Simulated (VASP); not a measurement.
# SiNi (P4/mmm) in VASP: notebook, part 2 of 2

VASP 6.6.1. The steps go on from the part before.

## (3) Relaxation of cell and atoms, PBE

This run uses another cell than the first one, of 11.38 Å³/atom.

INCAR

```
SYSTEM = SiNi
ALGO = Normal ; EDIFF = 1E-7
EDIFFG = -0.04 ; ENCUT = 600
GGA = PE ; IBRION = 2
ISIF = 3 ; ISMEAR = 0
LASPH = .True. ; LCHARG = .False.
LREAL = .False. ; LWAVE = .False.
NELM = 60 ; NSW = 90
PREC = Accurate ; SIGMA = 0.1
```

KPOINTS

```
k-points
0
Gamma
  6 6 6
  0 0 0
```

POSCAR

```
SiNi
1.0
    2.6161446652      0.0000000000      0.0000000000
    0.0000000000      2.6161446652      0.0000000000
    0.0000000000      0.0000000000      3.3252524511
Si Ni
1 1
Direct
    0.0000000000      0.0000000000      0.0000000000
    0.5000000000      0.5000000000      0.5000000000
```

Potentials or basis: VASP PAW PBE potentials, release 64 (Si, Ni).

Run with:

```console
> cat potpaw_PBE.64/Si/POTCAR potpaw_PBE.64/Ni/POTCAR > POTCAR
> mpirun -np 1 vasp_std > vasp.out
```

It took 14 s on 1 thread of Intel Xeon Platinum 8559C (Emerald Rapids), shared host; peak memory 0.15 GiB.

The run converged. Its results:

* Free energy: -11.4999 eV
* Relaxed volume: 11.33 Å³/atom
* Relaxed cell: a = 2.624 Å, b = 2.624 Å, c = 3.292 Å, α = 90.00°, β = 90.00°, γ = 90.00°
* Space group after relaxing (to 0.1 Å): P4/mmm (No. 123)
* Energy gained by relaxing: 0.7 meV/atom
* Ionic steps: 4
* Pressure after relaxing: 0.1 GPa
* Band gap on the k mesh: zero (bands 7 and 8 overlap by 1.41 eV)

Stress tensor (GPa, compression positive):
```
 0.25  0.00  0.00
 0.00  0.25  0.00
 0.00  0.00 -0.23
```

The path:
| step | energy change (eV) | largest force (eV/Å) | pressure (GPa) | volume (Å³) |
| --- | --- | --- | --- | --- |
| 1 | 0.0000 | 0.0000 | -0.51 | 22.76 |
| 2 | -0.0007 | 0.0000 | 0.40 | 22.64 |
| 3 | -0.0008 | 0.0000 | 0.59 | 22.61 |
| 4 | -0.0013 | 0.0000 | 0.09 | 22.67 |

Final structure:
```
Si Ni
1.0
     2.62377    0.00000    0.00000
     0.00000    2.62377    0.00000
     0.00000    0.00000    3.29239
Si Ni
1 1
Direct
  0.00000 0.00000 0.00000
  0.50000 0.50000 0.50000
```

Levels at points of the mesh, in eV from the Fermi level:
```tsv
k point	band 5	band 6	band 7	band 8	band 9	band 10
(0.00, 0.00, 0.00)	-2.05	-1.59	-1.49	4.39	5.43	5.43
(0.50, 0.00, 0.00)	-2.37	-1.88	-0.58	5.04	5.21	5.39
(0.50, 0.50, 0.00)	-3.21	-3.21	-0.92	0.93	2.20	5.38
(0.00, 0.00, 0.50)	-2.46	-2.22	-1.47	6.94	8.21	8.21
(0.50, 0.00, 0.50)	-2.28	-2.14	-1.91	-0.01	0.96	9.91
(0.50, 0.50, 0.50)	-1.55	-0.91	0.80	1.60	1.60	1.66
```

Caveat: the k points lie up to 0.40 Å⁻¹ apart in the final cell, too coarse for converged energies and pressures of a metal. Spin polarisation is off, so any magnetic state and its effect on volume and gap are missing.

## (4) Single point, PBE, collinear spin, ferromagnetic start

This run uses another cell than the first one, of 11.38 Å³/atom.

INCAR

```
PREC = Accurate ; ENCUT = 520
EDIFF = 1E-6 ; ISMEAR = 0
SIGMA = 0.1 ; LREAL = F
LASPH = T ; NELM = 150
ALGO = Normal ; ISIF = 2
LWAVE = F ; LCHARG = T
ISPIN = 2 ; MAGMOM = 0 2
LORBIT = 11 ; LMAXMIX = 4
GGA = PE ; LELF = T
LVHAR = T ; NBANDS = 18
```

KPOINTS

```
regular mesh
0
Gamma
  8 8 4
```

POSCAR is that of step 3.

Potentials or basis: VASP PAW PBE potentials, release 64 (Si, Ni).

Run with:

```console
> cat potpaw_PBE.64/Si/POTCAR potpaw_PBE.64/Ni/POTCAR > POTCAR
> mpirun -np 1 vasp_std > vasp.out
```

OUTCAR:

```text
PREC = Accurate
   ENCUT = 520
   EDIFF = 1E-6
   ISMEAR = 0
   LREAL = F
   LASPH = T
   NELM = 150
   ISIF = 2
   ISPIN = 2
   LORBIT = 11
   GGA = PE

 ion  position               nearest neighbor table
   1  0.000  0.000  0.000-   2 2.49   2 2.49   2 2.49   2 2.49   2 2.49   2 2.49   2 2.49   2 2.49

   2  0.500  0.500  0.500-   1 2.49   1 2.49   1 2.49   1 2.49   1 2.49   1 2.49   1 2.49   1 2.49

  LATTYP: Found a simple tetragonal cell.
 ALAT       =     2.6161446652
 C/A-ratio  =     1.2710506782

  Lattice vectors:

 A1 = (   2.6161446652,   0.0000000000,   0.0000000000)
 A2 = (   0.0000000000,   2.6161446652,   0.0000000000)
 A3 = (   0.0000000000,   0.0000000000,   3.3252524511)

Analysis of symmetry for initial positions (statically):
=====================================================================
 Subroutine PRICEL returns:
 Original cell was already a primitive cell.

 Routine SETGRP: Setting up the symmetry group for a
 simple tetragonal supercell.

[... 705 lines left out ...]
      4       9.7013      1.00000
      5       9.7013      1.00000
      6       9.9293      1.00000
[... 493 lines left out ...]
     17      32.6682      0.00000
     18      35.2909      0.00000

 [... further k-points ...]

------------------------ aborting loop because EDIFF is reached ----------------------------------------

  FORCE on cell =-STRESS in cart. coord.  units (eV):
  Direction    XX          YY          ZZ          XY          YZ          ZX
  --------------------------------------------------------------------------------------
  -------------------------------------------------------------------------------------
  Total       -0.0051136     -0.0051136      0.0018269      0.0000000      0.0000000      0.0000000
  in kB       -0.3599870     -0.3599870      0.1286089      0.0000000      0.0000000      0.0000000
  external PRESSURE =      -0.1971217 kB  Pullay stress =       0.0000000 kB

 VOLUME and BASIS-vectors are now :
 -----------------------------------------------------------------------------
  energy-cutoff  :      520.00
  volume of cell :       22.76
      direct lattice vectors                 reciprocal lattice vectors
     2.616144665  0.000000000  0.000000000     0.382241859  0.000000000  0.000000000
     0.000000000  2.616144665  0.000000000     0.000000000  0.382241859  0.000000000
     0.000000000  0.000000000  3.325252451     0.000000000  0.000000000  0.300729047

 POSITION                                       TOTAL-FORCE (eV/Angst)
 -----------------------------------------------------------------------------------
      0.00000      0.00000      0.00000         0.000000      0.000000      0.000000
      1.30807      1.30807      1.66263         0.000000      0.000000      0.000000
 -----------------------------------------------------------------------------------
    total drift:                               -0.000000      0.000000      0.000000

  FREE ENERGIE OF THE ION-ELECTRON SYSTEM (eV)
  ---------------------------------------------------
  free  energy   TOTEN  =       -11.4850175344 eV

  energy  without entropy=      -11.4820429204  energy(sigma->0) =      -11.48353023

 total charge

# of ion       s       p       d       tot
------------------------------------------
    1        0.719   0.846   0.000   1.565
    2        0.450   0.563   8.492   9.505
--------------------------------------------------
tot          1.169   1.409   8.492  11.070

 magnetization (x)

# of ion       s       p       d       tot
------------------------------------------
    1       -0.000  -0.000   0.000  -0.000
    2       -0.000  -0.000   0.000   0.000
--------------------------------------------------
tot         -0.000  -0.000   0.000   0.000
```

It took 18 s on 1 thread of Intel Xeon Platinum 8559C (Emerald Rapids), shared host; peak memory 0.15 GiB.

Results:

| Property | Result |
| --- | --- |
| Free energy | -11.4850 eV |
| Pressure | 0.0 GPa |
| Band gap on the k mesh | zero (filled and empty bands overlap) |
| Net moment | 0.00 μB per cell |
| Valence electrons inside the program's atomic spheres | Si 1.56; Ni 9.51 |

Levels at points of the mesh, in eV from the Fermi level:
Spin up:
```tsv
k point	band 3	band 4	band 5	band 6	band 7	band 8	band 9	band 10	band 11	band 12
(0.00, 0.00, 0.00)	-3.85	-2.13	-2.13	-1.90	-1.58	4.08	5.46	5.46	7.43	12.51
(0.50, 0.00, 0.00)	-4.23	-3.37	-2.45	-1.95	-0.66	4.75	4.99	5.15	9.97	9.97
(0.50, 0.50, 0.00)	-4.35	-3.77	-3.31	-3.31	-1.01	0.81	2.15	5.17	10.60	10.60
(0.00, 0.00, 0.50)	-3.62	-2.50	-2.50	-2.35	-1.56	6.85	8.13	8.13	11.21	11.37
(0.50, 0.00, 0.50)	-4.74	-4.27	-2.36	-2.19	-2.03	-0.16	0.87	9.92	12.92	14.36
(0.50, 0.50, 0.50)	-5.36	-1.82	-1.64	-1.01	0.71	1.49	1.49	1.53	1.53	4.01
```
Spin down:
```
           k point  band 3  band 4  band 5  band 6  band 7  band 8  band 9  band 10  band 11  band 12
(0.00, 0.00, 0.00)   -3.85   -2.13   -2.13   -1.90   -1.58    4.08    5.46     5.46     7.43    12.51
(0.50, 0.00, 0.00)   -4.23   -3.37   -2.45   -1.95   -0.66    4.75    4.99     5.15     9.96     9.97
(0.50, 0.50, 0.00)   -4.35   -3.77   -3.31   -3.31   -1.01    0.81    2.15     5.17    10.60    10.60
(0.00, 0.00, 0.50)   -3.62   -2.50   -2.50   -2.35   -1.56    6.85    8.13     8.13    11.21    11.37
(0.50, 0.00, 0.50)   -4.74   -4.27   -2.36   -2.19   -2.03   -0.15    0.87     9.92    12.92    14.36
(0.50, 0.50, 0.50)   -5.36   -1.82   -1.64   -1.01    0.71    1.49    1.49     1.53     1.53     4.01
```

Caveat: the k points lie up to 0.47 Å⁻¹ apart, too coarse for converged energies and pressures of a metal.
